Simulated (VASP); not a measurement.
A run of VASP 6.6.1 is set up as follows.

Contents of INCAR:

```
ALGO = Normal
EDIFF = 1E-7
ENCUT = 520
GGA = PE
ISIF = 2
ISMEAR = 0
LASPH = T
LCHARG = F
LREAL = F
LWAVE = F
NBANDS = 30
NELM = 60
PREC = Accurate
SIGMA = 0.1
```

The input KPOINTS:

```
k-points
0
Gamma
  4 4 4
```

The input POSCAR:

```
Li4Pt3
1.0
   -2.8877584700      2.8877584700      2.8877584700
    2.8877584700     -2.8877584700      2.8877584700
    2.8877584700      2.8877584700     -2.8877584700
Li Pt
4 3
Direct
    0.5000000000      0.5000000000      0.5000000000
    0.0000000000      0.0000000000      0.5000000000
    0.0000000000      0.5000000000      0.0000000000
    0.5000000000      0.0000000000      0.0000000000
    0.0000000000      0.5000000000      0.5000000000
    0.5000000000      0.0000000000      0.5000000000
    0.5000000000      0.5000000000      0.0000000000
```

Potentials or basis: VASP PAW PBE potentials, release 64 (Li_sv, Pt).

The run is started by

```sh
$ cat potpaw_PBE.64/Li_sv/POTCAR potpaw_PBE.64/Pt/POTCAR > POTCAR
$ mpirun -np 1 vasp_std > vasp.out
```

(1) Predict the band gap on the k mesh.

Results:

(1) zero (bands 21 and 22 overlap by 2.54 eV).

Caveat: the k points lie up to 0.38 Å⁻¹ apart, too coarse for converged energies and pressures of a metal; spin-orbit coupling is left out, which moves the levels of the heavy elements.
